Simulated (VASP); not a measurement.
# Zn2O3 (Pn-3m) in VASP: further runs

Runs on Zn2O3. Level: PBE. Tasks: single point.

All numbers are computed with VASP 6.6.1; they aren't measurements. Logs are shortened: lines on timing, memory, paths and dates and some standing lists are left out, and cuts for length are marked.

### Step 1. The cell of the first run

It takes space group Pn-3m (No. 224, cubic). Conventional cell: a = 4.740 Å, b = 4.740 Å, c = 4.740 Å, α = 90.00°, β = 90.00°, γ = 90.00°. Within 2.7 Å of Zn (site symmetry -3m) lie 6 O at 2.05 Å. Within 2.7 Å of O (site symmetry -42m) lie 4 Zn at 2.05 Å and 4 O at 2.37 Å.

### Step 2. Single point, PBE

Input file INCAR:

```
SYSTEM = Zn2O3
PREC = Accurate
ENCUT = 520
EDIFF = 1E-7
ISMEAR = -1
SIGMA = 0.06122561905347299
LREAL = .FALSE.
LASPH = .TRUE.
NELM = 80
ALGO = Normal
ISIF = 2
LWAVE = .FALSE.
LCHARG = .FALSE.
GGA = PE
NBANDS = 53
```

Input file KPOINTS:

```
regular mesh
0
G
  8 8 8
  0 0 0
```

Input file POSCAR:

```
Zn2O3
1.0
    4.7395790058      0.0000000000      0.0000000000
    0.0000000000      4.7395790058      0.0000000000
    0.0000000000      0.0000000000      4.7395790058
Zn O
4 6
Direct
    0.2500000000      0.2500000000      0.2500000000
    0.7500000000      0.7500000000      0.2500000000
    0.7500000000      0.2500000000      0.7500000000
    0.2500000000      0.7500000000      0.7500000000
    0.5000000000      0.0000000000      0.0000000000
    0.0000000000      0.5000000000      0.0000000000
    0.0000000000      0.0000000000      0.5000000000
    0.5000000000      0.5000000000      0.0000000000
    0.5000000000      0.0000000000      0.5000000000
    0.0000000000      0.5000000000      0.5000000000
```

Potentials or basis: VASP PAW PBE potentials, release 64 (Zn, O).

The run is started by

```console
> cat potpaw_PBE.64/Zn/POTCAR potpaw_PBE.64/O/POTCAR > POTCAR
> mpirun -np 1 vasp_std > vasp.out
```

OUTCAR:

```text
SYSTEM = Zn2O3
   PREC = Accurate
   ENCUT = 520
   EDIFF = 1E-7
   ISMEAR = -1
   LREAL = .FALSE.
   LASPH = .TRUE.
   NELM = 80
   ISIF = 2
   GGA = PE

 ion  position               nearest neighbor table
   1  0.250  0.250  0.250-   5 2.05   6 2.05   7 2.05   8 2.05   9 2.05  10 2.05
   2  0.750  0.750  0.250-   5 2.05   6 2.05   7 2.05   8 2.05   9 2.05  10 2.05
   3  0.750  0.250  0.750-   5 2.05   6 2.05   7 2.05   8 2.05   9 2.05  10 2.05
   4  0.250  0.750  0.750-   5 2.05   6 2.05   7 2.05   8 2.05   9 2.05  10 2.05
   5  0.500  0.000  0.000-   1 2.05   2 2.05   3 2.05   4 2.05
   6  0.000  0.500  0.000-   1 2.05   2 2.05   3 2.05   4 2.05
   7  0.000  0.000  0.500-   1 2.05   2 2.05   3 2.05   4 2.05
   8  0.500  0.500  0.000-   1 2.05   2 2.05   3 2.05   4 2.05
   9  0.500  0.000  0.500-   1 2.05   2 2.05   3 2.05   4 2.05
  10  0.000  0.500  0.500-   1 2.05   2 2.05   3 2.05   4 2.05

  LATTYP: Found a simple cubic cell.
 ALAT       =     4.7395790058

  Lattice vectors:

 A1 = (   4.7395790058,   0.0000000000,   0.0000000000)
 A2 = (   0.0000000000,   4.7395790058,   0.0000000000)
 A3 = (   0.0000000000,   0.0000000000,   4.7395790058)

Analysis of symmetry for initial positions (statically):
=====================================================================
 Subroutine PRICEL returns:
 Original cell was already a primitive cell.

 Routine SETGRP: Setting up the symmetry group for a
 simple cubic supercell.

 Subroutine GETGRP returns: Found 48 space group operations
 (whereof 24 operations were pure point group operations)
 out of a pool of 48 trial point group operations.

The static configuration has the point symmetry T_d .
 The point group associated with its full space group is O_h .

Analysis of symmetry for dynamics (positions and initial velocities):
=====================================================================
 Subroutine PRICEL returns:
 Original cell was already a primitive cell.

 Routine SETGRP: Setting up the symmetry group for a
 simple cubic supercell.

 Subroutine GETGRP returns: Found 48 space group operations
 (whereof 24 operations were pure point group operations)
 out of a pool of 48 trial point group operations.

The dynamic configuration has the point symmetry T_d .
 The point group associated with its full space group is O_h .

 Subroutine INISYM returns: Found 48 space group operations
 (whereof 24 operations are pure point group operations),
 and found     1 'primitive' translations

----------------------------------------------------------------------------------------

                                     Primitive cell

  volume of cell :     106.4681

  direct lattice vectors                    reciprocal lattice vectors
     4.739579006  0.000000000  0.000000000     0.210989204  0.000000000  0.000000000
     0.000000000  4.739579006  0.000000000     0.000000000  0.210989204  0.000000000
     0.000000000  0.000000000  4.739579006     0.000000000  0.000000000  0.210989204

  length of vectors
     4.739579006  4.739579006  4.739579006     0.210989204  0.210989204  0.210989204

  position of ions in fractional coordinates (direct lattice)
     0.250000000  0.250000000  0.250000000
     0.750000000  0.750000000  0.250000000
     0.750000000  0.250000000  0.750000000
     0.250000000  0.750000000  0.750000000
     0.500000000  0.000000000  0.000000000
     0.000000000  0.500000000  0.000000000
     0.000000000  0.000000000  0.500000000
     0.500000000  0.500000000  0.000000000
     0.500000000  0.000000000  0.500000000
     0.000000000  0.500000000  0.500000000

  ion indices of the primitive-cell ions
   primitive index   ion index
                 1           1
                 2           2
                 3           3
                 4           4
                 5           5
                 6           6
                 7           7
                 8           8
                 9           9
                10          10

----------------------------------------------------------------------------------------

 KPOINTS: regular mesh

Automatic generation of k-mesh.
 Grid dimensions read from file:
 generate k-points for:    8    8    8

 Generating k-lattice:

  Cartesian coordinates                     Fractional coordinates (reciprocal lattice)
     0.026373650  0.000000000  0.000000000     0.125000000  0.000000000  0.000000000
     0.000000000  0.026373650  0.000000000     0.000000000  0.125000000  0.000000000
     0.000000000  0.000000000  0.026373650     0.000000000  0.000000000  0.125000000

  Length of vectors
     0.026373650  0.026373650  0.026373650

  Shift w.r.t. Gamma in fractional coordinates (k-lattice)
     0.000000000  0.000000000  0.000000000

 Subroutine IBZKPT returns following result:
 ===========================================

 Found     35 irreducible k-points:

 Following reciprocal coordinates:
            Coordinates               Weight
  0.000000  0.000000  0.000000      1.000000
  0.125000  0.000000  0.000000      6.000000
  0.250000  0.000000  0.000000      6.000000
  0.375000  0.000000  0.000000      6.000000
  0.500000  0.000000  0.000000      3.000000
  0.125000  0.125000  0.000000     12.000000
[... 16 lines left out ...]
  0.375000  0.375000  0.125000     24.000000
  0.500000  0.375000  0.125000     24.000000
 [... further k-points ...]
   k-points           NKPTS =     35   k-points in BZ     NKDIM =     35   number of bands    NBANDS=     53
   number of dos      NEDOS =    301   number of ions     NIONS =     10
   total plane-waves  NPLWV =  46656
   dimension x,y,z NGX =    36 NGY =   36 NGZ =   36
   dimension x,y,z NGXF=    72 NGYF=   72 NGZF=   72
   ions per type =               4   6
   NGX,Y,Z   is equivalent  to a cutoff of  12.63, 12.63, 12.63 a.u.
   NGXF,Y,Z  is equivalent  to a cutoff of  25.25, 25.25, 25.25 a.u.
 SYSTEM =  Zn2O3
   PREC   = accura    normal or accurate (medium, high low for compatibility)
   ISTART =      0    job   : 0-new  1-cont  2-samecut
   ICHARG =      2    charge: 1-file 2-atom 10-const
   ISPIN  =      1    spin polarized calculation?
   LNONCOLLINEAR =      F non collinear calculations
   LSORBIT =      F    spin-orbit coupling
   LASPH  =      T    aspherical Exc in radial PAW
   ENCUT  =  520.0 eV  38.22 Ry    6.18 a.u.   8.81  8.81  8.81*2*pi/ulx,y,z
   NELM   =     80;   NELMIN=  2; NELMDL= -5     # of ELM steps
   EDIFF  = 0.1E-06   stopping-criterion for ELM
   LREAL  =      F    real-space projection
   EDIFFG = 0.1E-05   stopping-criterion for IOM
   NSW    =      0    number of steps for IOM
   IBRION =     -1    ionic relax: 0-MD 1-quasi-New 2-CG
   NFREE  =      0    steps in history (QN), initial steepest desc. (CG)
   ISIF   =      2    stress and relaxation
   ISYM   =      2    0-nonsym 1-usesym 2-fastsym
   POTIM  = 0.5000    time-step for ionic-motion
   TEBEG  =    0.0;   TEEND  =   0.0 temperature during run
   PSTRESS=    0.0 pullay stress
   NELECT =      84.0000    total number of electrons
   NUPDOWN=      -1.0000    fix difference up-down
   EMIN   =  10.00;   EMAX   =-10.00  energy-range for DOS
   EFERMI =   0.00;   METHOD = LEGACY
   ISMEAR =    -1;   SIGMA  =   0.06  broadening in eV -4-tet -1-fermi 0-gaus
   EFERMI_NEDOS =   21; number of points for ismear=-14 and -15
   IALGO  =     38    algorithm
   IMIX   =      4    mixing-type and parameters
     AMIX     =   0.40;   BMIX     =  1.00
     AMIX_MAG =   1.60;   BMIX_MAG =  1.00
  volume/ion in A,a.u.               =      10.65        71.85
  Fermi-wavevector in a.u.,A,eV,Ry     =   1.512730  2.858646 31.134930  2.288353
  Thomas-Fermi vector in A             =   2.622616
   LORBIT       =      0    0 simple, 1 ext, 2 COOP (PROOUT), +10 PAW based schemes
   GGA     = PE    functional components
   LHFCALC =     F    Hartree Fock is set to
   AEXX    =    0.0000 exact exchange contribution
   IVDW    =     0    specifies the selected vdW correction
   LEPSILON=     F    determine dielectric tensor
   LRPA    =     F    only Hartree local field effects (RPA)
 non-spin polarized calculation
  energy-cutoff  :      520.00
  volume of cell :      106.47
 maximum number of plane-waves:      2897
 NGX is ok and might be reduce to    36
   NGX = 17   NGY = 17   NGZ = 17

 number of electron      84.0000038 magnetization

 Free energy of the ion-electron system (eV)
  ---------------------------------------------------
  ext. energy  EPLUGINS =         0.00000000
  ---------------------------------------------------
  free energy    TOTEN  =       -40.14645678 eV

  energy without entropy =      -40.07261776  energy(sigma->0) =      -40.10953727

 E-fermi :   1.8802     XC(G=0): -11.2638

 val. band max:        1.8774540454   @ k =   0.2500   0.2500   0.0000
 cond. band min:       1.8892085668   @ k =   0.1250   0.0000   0.0000
 fundamental gap:      0.0117545215
 Fermi energy:         1.8802237586

 k-point     1 :       0.0000    0.0000    0.0000
  band No.  band energies     occupation
      1     -17.4666      2.00000
      2     -16.1733      2.00000
      3     -16.1733      2.00000
      4     -14.9689      2.00000
      5     -14.9689      2.00000
      6     -14.2661      2.00000
[... 45 lines left out ...]
     52      13.0306      0.00000
     53      13.3747      0.00000

 k-point     2 :       0.1250    0.0000    0.0000
  band No.  band energies     occupation
      1     -17.4202      2.00000
      2     -16.2211      2.00000
      3     -16.1339      2.00000
      4     -15.0238      2.00000
      5     -14.9534      2.00000
      6     -14.3147      2.00000
[... 45 lines left out ...]
     52      12.6986      0.00000
     53      12.9178      0.00000

 k-point     3 :       0.2500    0.0000    0.0000
  band No.  band energies     occupation
      1     -17.2859      2.00000
      2     -16.3614      2.00000
      3     -16.0204      2.00000
      4     -15.1746      2.00000
      5     -14.9062      2.00000
      6     -14.4369      2.00000
[... 45 lines left out ...]
     52      12.3632      0.00000
     53      12.3632      0.00000
[... 1065 lines left out ...]
 k-point    23 :       0.3750    0.3750    0.1250
  band No.  band energies     occupation
      1     -16.7066      2.00000
      2     -16.4059      2.00000
      3     -15.9281      2.00000
      4     -15.5846      2.00000
      5     -15.0597      2.00000
      6     -14.9290      2.00000
[... 45 lines left out ...]
     52      11.3906      0.00000
     53      13.4085      0.00000

 k-point    24 :       0.5000    0.3750    0.1250
  band No.  band energies     occupation
      1     -16.5225      2.00000
      2     -16.5198      2.00000
      3     -15.8246      2.00000
      4     -15.7398      2.00000
      5     -15.0273      2.00000
      6     -15.0238      2.00000
[... 45 lines left out ...]
     52      11.3056      0.00000
     53      13.5830      0.00000

 [... further k-points ...]

------------------------ aborting loop because EDIFF is reached ----------------------------------------

  FORCE on cell =-STRESS in cart. coord.  units (eV):
  Direction    XX          YY          ZZ          XY          YZ          ZX
  --------------------------------------------------------------------------------------
  -------------------------------------------------------------------------------------
  Total        6.9733819      6.9733819      6.9733819      0.0000000     -0.0000000     -0.0000000
  in kB      104.9384708    104.9384708    104.9384708      0.0000000     -0.0000000     -0.0000000
  external PRESSURE =     104.9384708 kB  Pullay stress =       0.0000000 kB

 VOLUME and BASIS-vectors are now :
 -----------------------------------------------------------------------------
  energy-cutoff  :      520.00
  volume of cell :      106.47
      direct lattice vectors                 reciprocal lattice vectors
     4.739579006  0.000000000  0.000000000     0.210989204  0.000000000  0.000000000
     0.000000000  4.739579006  0.000000000     0.000000000  0.210989204  0.000000000
     0.000000000  0.000000000  4.739579006     0.000000000  0.000000000  0.210989204

 POSITION                                       TOTAL-FORCE (eV/Angst)
 -----------------------------------------------------------------------------------
      1.18489      1.18489      1.18489        -0.000000     -0.000000      0.000000
      3.55468      3.55468      1.18489        -0.000000      0.000000     -0.000000
      3.55468      1.18489      3.55468        -0.000000      0.000000     -0.000000
      1.18489      3.55468      3.55468        -0.000000     -0.000000      0.000000
      2.36979      0.00000      0.00000         0.000000     -0.000000      0.000000
      0.00000      2.36979      0.00000         0.000000     -0.000000      0.000000
      0.00000      0.00000      2.36979        -0.000000     -0.000000      0.000000
      2.36979      2.36979      0.00000         0.000000      0.000000      0.000000
      2.36979      0.00000      2.36979         0.000000     -0.000000     -0.000000
      0.00000      2.36979      2.36979         0.000000     -0.000000     -0.000000
 -----------------------------------------------------------------------------------
    total drift:                               -0.000000      0.000000     -0.000000

  FREE ENERGIE OF THE ION-ELECTRON SYSTEM (eV)
  ---------------------------------------------------
  free  energy   TOTEN  =       -40.1464567766 eV

  energy  without entropy=      -40.0726177631  energy(sigma->0) =      -40.10953727
```

Run time: 2.7 min. Hardware: 1 thread of Intel Xeon Platinum 8488C (Sapphire Rapids), shared host; peak memory 0.27 GiB.

What came out:

```
Free energy            : -40.1465 eV
Pressure               : 10.5 GPa
Band gap on the k mesh : zero (bands 42 and 43 overlap by 1.32 eV)
```

Levels at points of the mesh, in eV from the Fermi level:
```csv
k point,band 39,band 40,band 41,band 42,band 43,band 44,band 45,band 46
"(0.00, 0.00, 0.00)",-0.06,-0.06,-0.06,0.72,0.72,0.72,1.93,3.15
"(0.50, 0.00, 0.00)",-1.13,-1.13,0.23,0.23,0.61,0.61,4.22,4.22
"(0.50, 0.50, 0.00)",-1.72,-1.72,-0.42,-0.42,0.36,0.36,5.65,5.65
"(0.50, 0.50, 0.50)",-2.65,-0.64,-0.64,-0.64,-0.60,-0.60,6.49,6.67
```

Caveat: the cell stands under pressure.

[end of part 1 of 2]
